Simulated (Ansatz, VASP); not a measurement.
CaO: VASP beside Ansatz

```
CELL_PARAMETERS angstrom
0.00000 2.48317 2.78130
2.48317 0.00000 2.78130
2.48317 2.48317 0.00000
ATOMIC_POSITIONS crystal
Ca 0.00000 0.00000 0.00000
O 0.25000 0.25000 0.25000
```

Change from the starting cell: epitaxial_xy strain -4.7%.

Alike in both runs: task single point; functional r2SCAN; k mesh 8 × 8 × 8; no spin polarisation.

|  | VASP | Ansatz |
| --- | --- | --- |
| version | VASP 6.6.1 | Ansatz 0.2.0 |
| potentials or method | VASP PAW PBE potentials, release 64 (Ca_sv, O) | plane waves, PAW |
| plane-wave cutoff (eV) | 520 | 500 |
| occupations | gaussian, width 0.01 eV | fixed |
| valence electrons in the cell | 16 | 16 |

Ansatz gave:

* gap on the k mesh at the Fermi level (eV): 3.74
* pressure (GPa): 2.1
* traceless stress, the component that is largest in VASP (GPa): -2.12

Problem. Which values does VASP return?

Solution. gap on the k mesh at the Fermi level (eV): 3.71; pressure (GPa): 3.1; traceless stress, the component that is largest in VASP (GPa): -1.95.

VASP's potentials were made for PBE, not for r2SCAN.
